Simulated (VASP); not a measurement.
Set up this calculation in VASP 6.6.1, as the native input.

```yaml
Task: single point
Functional: r2SCAN
Potentials_or_basis: VASP PAW PBE potentials, release 64 (Sb, Pt)
Cutoff: 520 eV
k_mesh: 9 × 9 × 6
Occupations: fermi-dirac, width 0.1 eV
Spin: no spin polarisation
Dipole_correction: no
Further_INCAR_settings: ALGO = Normal; EDIFF = 1e-06; NBANDS = 23
```

Crystal: SbPt.

```
CELL_PARAMETERS angstrom
4.12066 0.00000 0.00000
-2.06033 3.56860 0.00000
0.00000 0.00000 5.45820
ATOMIC_POSITIONS crystal
Sb 0.33333 0.66667 0.25000
Sb 0.66667 0.33333 0.75000
Pt 0.00000 0.00000 0.00000
Pt 0.00000 0.00000 0.50000
```

These files were run (other wordings do the same):

POSCAR

```
SbPt
1.0
    4.1206644691     -0.0000000029      0.0000000000
   -2.0603322321      3.5686001122      0.0000000000
    0.0000000000      0.0000000000      5.4581992600
Sb Pt
2 2
Direct
    0.3333333333      0.6666666667      0.2500000000
    0.6666666667      0.3333333333      0.7500000000
    0.0000000000      0.0000000000      0.0000000000
    0.0000000000      0.0000000000      0.5000000000
```

INCAR.step1

```
  ALGO = Normal
  EDIFF = 1E-4
  ENCUT = 520
  GGA = PE
  ISMEAR = -1
  LASPH = T
  LCHARG = F
  LREAL = F
  LWAVE = T
  NBANDS = 23
  NELM = 80
  PREC = Accurate
  SIGMA = 0.1
```

INCAR.step2

```
  ALGO = Normal
  EDIFF = 1E-6
  ENCUT = 520
  ISIF = 2
  ISMEAR = -1
  ISTART = 1
  LASPH = T
  LCHARG = T
  LELF = T
  LMIXTAU = T
  LREAL = F
  LVHAR = T
  LWAVE = F
  METAGGA = R2SCAN
  NBANDS = 23
  NELM = 80
  PREC = Accurate
  SIGMA = 0.1
```

KPOINTS

```
k-points
0
Gamma
  9 9 6
```

Potentials or basis: VASP PAW PBE potentials, release 64 (Sb, Pt).

Launch:

```console
$ cat potpaw_PBE.64/Sb/POTCAR potpaw_PBE.64/Pt/POTCAR > POTCAR
$ cp INCAR.step1 INCAR
$ mpirun -np 1 vasp_std > vasp.out
$ cp INCAR.step2 INCAR
$ mpirun -np 1 vasp_std > vasp.out
```

It gave:

The pressure is 6.2 GPa and the band gap on the k mesh is zero (bands 15 and 16 overlap by 4.44 eV).

Caveat: the cell stands under pressure; the PAW data sets were made with another functional, which shifts forces and pressure a little; spin-orbit coupling is left out, which moves the levels of the heavy elements.

Wall time 110 s on 1 thread of Intel(R) Xeon(R) 6975P-C (Granite Rapids) (shared host), peak memory 0.26 GiB.
